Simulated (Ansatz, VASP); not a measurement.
# Two plane-wave programs on ZrSc

INCAR

```
PREC = Accurate
ENCUT = 520
EDIFF = 1E-6
ISMEAR = 0
SIGMA = 0.15
LREAL = False
LASPH = True
NELM = 100
ALGO = Fast
ISIF = 2
LWAVE = False
LCHARG = False
GGA = CA
NBANDS = 18
```

Contents of KPOINTS:

```
Automatic mesh
0
Gamma
  18 18 10
```

POSCAR

```
ZrSc
1.0
    3.3753684849      0.0000000000      0.0000000000
   -1.6876842424      2.9231548550      0.0000000000
    0.0000000000      0.0000000000      4.8762691935
Zr Sc
1 1
Direct
    0.6666666667      0.3333333333      0.0000000000
    0.0000000000      0.0000000000      0.5000000000
```

Input for Ansatz:

```yaml
crystal:
  lattice:
    - [3.3753684849, 0.0, 0.0]
    - [-1.6876842424, 2.923154855, 0.0]
    - [0.0, 0.0, 4.8762691935]
  atoms:
    - { symbol: Zr, position: [0.6666666667, 0.3333333333, 0.0] }
    - { symbol: Sc, position: [0.0, 0.0, 0.5] }
basis:
  ecutwfc: 420
kpoints:
  mp_grid: { grid: [18, 18, 10] }
hamiltonian:
  xc: lda
scf:
  occupations: { method: gaussian, width: 0.15 }
output:
  forces: true
  stress: true
  eigenvalues: true
```

Alike in both runs: task single point; functional LDA; k mesh 18 × 18 × 10; occupations gaussian, width 0.15 eV; no spin polarisation.

|  | VASP | Ansatz |
| --- | --- | --- |
| version | VASP 6.6.1 | Ansatz 0.2.0 |
| potentials or method | VASP PAW LDA potentials, release 64 (Zr_sv, Sc_sv), cutoff 520 eV | scalar-relativistic, plane waves, PAW |
| valence electrons in the cell | 23 | 23 |

```csv
,VASP,Ansatz,Ansatz less VASP
gap on the k mesh at the Fermi level (eV),none,none,-
pressure (GPa),-6.2,-6.3,-0.08
"traceless stress, the component that is largest in VASP (GPa)",4.59,4.57,-0.017
```

LDA's correlation is that of Perdew and Zunger in VASP and of Perdew and Wang (1992) in Ansatz. A gap of «none» marks a metal or a gap that the smearing closes.
